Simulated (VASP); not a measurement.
# Co (Pm-3m) in VASP: further runs

Co is run at these levels: PBEsol; tasks: single point, relaxation of cell and atoms.

Program: VASP 6.6.1. These are calculated values, not measurements. Logs are shortened: lines on timing, memory, paths and dates and some standing lists are left out, and cuts for length are marked.

### Step 1. The cell of the first run

The structure is cubic, space group Pm-3m (No. 221). Conventional cell: a = 2.292 Å, b = 2.292 Å, c = 2.292 Å, α = 90.00°, β = 90.00°, γ = 90.00°. Within 3.0 Å of Co (site symmetry m-3m) lie 6 Co at 2.29 Å.

### Step 2. Single point, PBEsol, collinear spin, ferromagnetic start

INCAR reads:

```
ALGO     = Normal         # electronic algorithm
EDIFF    = 1E-7           # SCF threshold, eV
ENCUT    = 520            # plane-wave cutoff, eV
GGA      = PS             # functional
ISIF     = 2              # what is computed and relaxed
ISMEAR   = 0              # smearing method
ISPIN    = 2              # spin polarisation
LASPH    = T              # aspherical terms in the spheres
LCHARG   = F              # write CHGCAR
LMAXMIX  = 4              # l up to which the mixer works
LORBIT   = 11             # projections on sites
LREAL    = F              # projectors in reciprocal space
LWAVE    = F              # write WAVECAR
MAGMOM   = 1.89           # initial moments
NBANDS   = 14             # bands
NELM     = 150            # most SCF steps
PREC     = Accurate       # precision mode
SIGMA    = 0.1            # smearing width, eV
```

KPOINTS reads:

```
k-points
0
Gamma
  8 8 8
```

POSCAR reads:

```
Co
1.0
    2.2923379848      0.0000000000      0.0000000000
    0.0000000000      2.2923379848      0.0000000000
    0.0000000000      0.0000000000      2.2923379848
Co
1
Direct
    0.0000000000      0.0000000000      0.0000000000
```

Potentials or basis: VASP PAW PBE potentials, release 64 (Co).

Run with:

```sh
$ cat potpaw_PBE.64/Co/POTCAR > POTCAR
$ mpirun -np 1 vasp_std > vasp.out
```

OUTCAR:

```text
EDIFF = 1E-7
   ENCUT = 520
   GGA = PS
   ISIF = 2
   ISMEAR = 0
   ISPIN = 2
   LASPH = T
   LORBIT = 11
   LREAL = F
   NELM = 150
   PREC = Accurate

 ion  position               nearest neighbor table
   1  0.000  0.000  0.000-

  LATTYP: Found a simple cubic cell.
 ALAT       =     2.2923379848

  Lattice vectors:

 A1 = (   2.2923379848,   0.0000000000,   0.0000000000)
 A2 = (   0.0000000000,   2.2923379848,   0.0000000000)
 A3 = (   0.0000000000,   0.0000000000,   2.2923379848)

Analysis of symmetry for initial positions (statically):
=====================================================================
 Subroutine PRICEL returns:
 Original cell was already a primitive cell.

 Routine SETGRP: Setting up the symmetry group for a
 simple cubic supercell.

 Subroutine GETGRP returns: Found 48 space group operations
 (whereof 48 operations were pure point group operations)
 out of a pool of 48 trial point group operations.

The static configuration has the point symmetry O_h .

Analysis of symmetry for dynamics (positions and initial velocities):
=====================================================================
 Subroutine PRICEL returns:
 Original cell was already a primitive cell.

 Routine SETGRP: Setting up the symmetry group for a
 simple cubic supercell.

 Subroutine GETGRP returns: Found 48 space group operations
 (whereof 48 operations were pure point group operations)
 out of a pool of 48 trial point group operations.

The dynamic configuration has the point symmetry O_h .

Analysis of structural, dynamic, and magnetic symmetry:
=====================================================================
 Subroutine PRICEL returns:
 Original cell was already a primitive cell.

 Routine SETGRP: Setting up the symmetry group for a
 simple cubic supercell.

 Subroutine GETGRP returns: Found 48 space group operations
 (whereof 48 operations were pure point group operations)
 out of a pool of 48 trial point group operations.

The overall configuration has the point symmetry O_h .

 Subroutine INISYM returns: Found 48 space group operations
 (whereof 48 operations are pure point group operations),
 and found     1 'primitive' translations

----------------------------------------------------------------------------------------

                                     Primitive cell

  volume of cell :      12.0458

  direct lattice vectors                    reciprocal lattice vectors
     2.292337985  0.000000000  0.000000000     0.436235846  0.000000000  0.000000000
     0.000000000  2.292337985  0.000000000     0.000000000  0.436235846  0.000000000
     0.000000000  0.000000000  2.292337985     0.000000000  0.000000000  0.436235846

  length of vectors
     2.292337985  2.292337985  2.292337985     0.436235846  0.436235846  0.436235846

  position of ions in fractional coordinates (direct lattice)
     0.000000000  0.000000000  0.000000000

  ion indices of the primitive-cell ions
   primitive index   ion index
                 1           1

----------------------------------------------------------------------------------------

 KPOINTS: k-points

Automatic generation of k-mesh.
 Grid dimensions read from file:
 generate k-points for:    8    8    8

 Generating k-lattice:

  Cartesian coordinates                     Fractional coordinates (reciprocal lattice)
     0.054529481  0.000000000  0.000000000     0.125000000  0.000000000  0.000000000
     0.000000000  0.054529481  0.000000000     0.000000000  0.125000000  0.000000000
     0.000000000  0.000000000  0.054529481     0.000000000  0.000000000  0.125000000

  Length of vectors
     0.054529481  0.054529481  0.054529481

  Shift w.r.t. Gamma in fractional coordinates (k-lattice)
     0.000000000  0.000000000  0.000000000

 Subroutine IBZKPT returns following result:
 ===========================================

 Found     35 irreducible k-points:

 Following reciprocal coordinates:
            Coordinates               Weight
  0.000000  0.000000  0.000000      1.000000
  0.125000  0.000000  0.000000      6.000000
  0.250000  0.000000  0.000000      6.000000
  0.375000  0.000000  0.000000      6.000000
  0.500000  0.000000  0.000000      3.000000
  0.125000  0.125000  0.000000     12.000000
[... 16 lines left out ...]
  0.375000  0.375000  0.125000     24.000000
  0.500000  0.375000  0.125000     24.000000
 [... further k-points ...]
   k-points           NKPTS =     35   k-points in BZ     NKDIM =     35   number of bands    NBANDS=     14
   number of dos      NEDOS =    301   number of ions     NIONS =      1
   total plane-waves  NPLWV =   5832
   dimension x,y,z NGX =    18 NGY =   18 NGZ =   18
   dimension x,y,z NGXF=    36 NGYF=   36 NGZF=   36
   ions per type =               1
   NGX,Y,Z   is equivalent  to a cutoff of  13.05, 13.05, 13.05 a.u.
   NGXF,Y,Z  is equivalent  to a cutoff of  26.11, 26.11, 26.11 a.u.
 SYSTEM =  unknown system
   PREC   = accura    normal or accurate (medium, high low for compatibility)
   ISTART =      0    job   : 0-new  1-cont  2-samecut
   ICHARG =      2    charge: 1-file 2-atom 10-const
   ISPIN  =      2    spin polarized calculation?
   LNONCOLLINEAR =      F non collinear calculations
   LSORBIT =      F    spin-orbit coupling
   LASPH  =      T    aspherical Exc in radial PAW
   ENCUT  =  520.0 eV  38.22 Ry    6.18 a.u.   4.26  4.26  4.26*2*pi/ulx,y,z
   NELM   =    150;   NELMIN=  2; NELMDL= -5     # of ELM steps
   EDIFF  = 0.1E-06   stopping-criterion for ELM
   LREAL  =      F    real-space projection
   EDIFFG = 0.1E-05   stopping-criterion for IOM
   NSW    =      0    number of steps for IOM
   IBRION =     -1    ionic relax: 0-MD 1-quasi-New 2-CG
   NFREE  =      0    steps in history (QN), initial steepest desc. (CG)
   ISIF   =      2    stress and relaxation
   ISYM   =      2    0-nonsym 1-usesym 2-fastsym
   POTIM  = 0.5000    time-step for ionic-motion
   TEBEG  =    0.0;   TEEND  =   0.0 temperature during run
   PSTRESS=    0.0 pullay stress
   NELECT =       9.0000    total number of electrons
   NUPDOWN=      -1.0000    fix difference up-down
   EMIN   =  10.00;   EMAX   =-10.00  energy-range for DOS
   EFERMI =   0.00;   METHOD = LEGACY
   ISMEAR =     0;   SIGMA  =   0.10  broadening in eV -4-tet -1-fermi 0-gaus
   EFERMI_NEDOS =   21; number of points for ismear=-14 and -15
   IALGO  =     38    algorithm
   IMIX   =      4    mixing-type and parameters
     AMIX     =   0.40;   BMIX     =  1.00
     AMIX_MAG =   1.60;   BMIX_MAG =  1.00
  volume/ion in A,a.u.               =      12.05        81.29
  Fermi-wavevector in a.u.,A,eV,Ry     =   1.485515  2.807216 30.024719  2.206755
  Thomas-Fermi vector in A             =   2.598917
   LORBIT       =     11    0 simple, 1 ext, 2 COOP (PROOUT), +10 PAW based schemes
   GGA     = PS    functional components
   LHFCALC =     F    Hartree Fock is set to
   AEXX    =    0.0000 exact exchange contribution
   IVDW    =     0    specifies the selected vdW correction
   LEPSILON=     F    determine dielectric tensor
   LRPA    =     F    only Hartree local field effects (RPA)
 spin polarized calculation
 Gauss-broadening in eV      SIGMA  =   0.10
  energy-cutoff  :      520.00
  volume of cell :       12.05
 maximum number of plane-waves:       341
 NGX is ok and might be reduce to    18
   NGX =  9   NGY =  9   NGZ =  9

 number of electron       9.0000010 magnetization       1.7598179

 Free energy of the ion-electron system (eV)
  ---------------------------------------------------
  ext. energy  EPLUGINS =         0.00000000
  ---------------------------------------------------
  free energy    TOTEN  =        -6.91214486 eV

  energy without entropy =       -6.90751412  energy(sigma->0) =       -6.90982949

 E-fermi :   8.9527     XC(G=0): -12.8812

 val. band max:        8.9170546974   @ k =   0.5000   0.2500   0.0000
 cond. band min:       8.9573752704   @ k =   0.3750   0.0000   0.0000
 fundamental gap:      0.0403205730
 Fermi energy:         8.9527092184

 spin component 1

 k-point     1 :       0.0000    0.0000    0.0000
  band No.  band energies     occupation
      1       0.3411      1.00000
      2       4.4310      1.00000
      3       4.4310      1.00000
      4       7.9995      1.00000
      5       7.9995      1.00000
      6       7.9995      1.00000
      7      28.5247      0.00000
      8      28.5247      0.00000
      9      28.5247      0.00000
     10      32.5484      0.00000
     11      32.5484      0.00000
     12      37.0928      0.00000
     13      45.5888      0.00000
     14      50.1862      0.00000
[... 375 lines left out ...]
 k-point    24 :       0.5000    0.3750    0.1250
  band No.  band energies     occupation
      1       3.9506      1.00000
      2       5.7499      1.00000
      3       6.4832      1.00000
      4       6.7068      1.00000
      5       8.4313      1.00000
      6      13.5669      0.00000
      7      14.1305      0.00000
      8      22.1848      0.00000
      9      23.1962      0.00000
     10      33.8026      0.00000
     11      35.9595      0.00000
     12      39.7737      0.00000
     13      44.3448      0.00000
     14      46.1178      0.00000

 [... further k-points ...]

 spin component 2

 k-point     1 :       0.0000    0.0000    0.0000
  band No.  band energies     occupation
      1       0.5554      1.00000
      2       5.7076      1.00000
      3       5.7076      1.00000
      4      10.1545      0.00000
      5      10.1545      0.00000
      6      10.1545      0.00000
      7      28.9123      0.00000
      8      28.9123      0.00000
      9      28.9123      0.00000
     10      32.9587      0.00000
     11      32.9587      0.00000
     12      37.2644      0.00000
     13      49.3640      0.00000
     14      50.4877      0.00000
[... 375 lines left out ...]
 k-point    24 :       0.5000    0.3750    0.1250
  band No.  band energies     occupation
      1       5.3105      1.00000
      2       7.0448      1.00000
      3       8.3629      1.00000
      4       8.5645      1.00000
      5       9.9780      0.00000
      6      14.1379      0.00000
      7      14.7959      0.00000
      8      22.7241      0.00000
      9      23.9333      0.00000
     10      34.0086      0.00000
     11      36.3885      0.00000
     12      39.9416      0.00000
     13      45.7973      0.00000
     14      47.3520      0.00000

 [... further k-points ...]
[... 5 lines left out ...]
  --------------------------------------------------------------------------------------
  -------------------------------------------------------------------------------------
  Total       -0.0579604     -0.0579604     -0.0579604      0.0000000      0.0000000      0.0000000
  in kB       -7.7091439     -7.7091439     -7.7091439      0.0000000      0.0000000      0.0000000
  external PRESSURE =      -7.7091439 kB  Pullay stress =       0.0000000 kB

 VOLUME and BASIS-vectors are now :
 -----------------------------------------------------------------------------
  energy-cutoff  :      520.00
  volume of cell :       12.05
      direct lattice vectors                 reciprocal lattice vectors
     2.292337985  0.000000000  0.000000000     0.436235846  0.000000000  0.000000000
     0.000000000  2.292337985  0.000000000     0.000000000  0.436235846  0.000000000
     0.000000000  0.000000000  2.292337985     0.000000000  0.000000000  0.436235846

 POSITION                                       TOTAL-FORCE (eV/Angst)
 -----------------------------------------------------------------------------------
      0.00000      0.00000      0.00000         0.000000      0.000000      0.000000
 -----------------------------------------------------------------------------------
    total drift:                                0.000000      0.000000     -0.000000

  FREE ENERGIE OF THE ION-ELECTRON SYSTEM (eV)
  ---------------------------------------------------
  free  energy   TOTEN  =        -6.9121448625 eV

  energy  without entropy=       -6.9075141236  energy(sigma->0) =       -6.90982949

 total charge

# of ion       s       p       d       tot
------------------------------------------
    1        0.515   0.447   7.303   8.265

 magnetization (x)

# of ion       s       p       d       tot
------------------------------------------
    1        0.003   0.003   1.748   1.755
```

Wall time 9.7 s (1 thread of AMD EPYC 9R45 (Zen 5), shared host); peak memory 0.1 GiB.

What came out:

```yaml
Free_energy: -6.9121 eV
Pressure: -0.8 GPa
Net_moment: 1.76 μB per cell
Site_moments: Co +1.75 μB
Valence_electrons_inside_the_program's_atomic_spheres: Co 8.27
```

Caveat: the PAW data sets were made with another functional, which shifts forces and pressure a little.

[end of part 1 of 2]
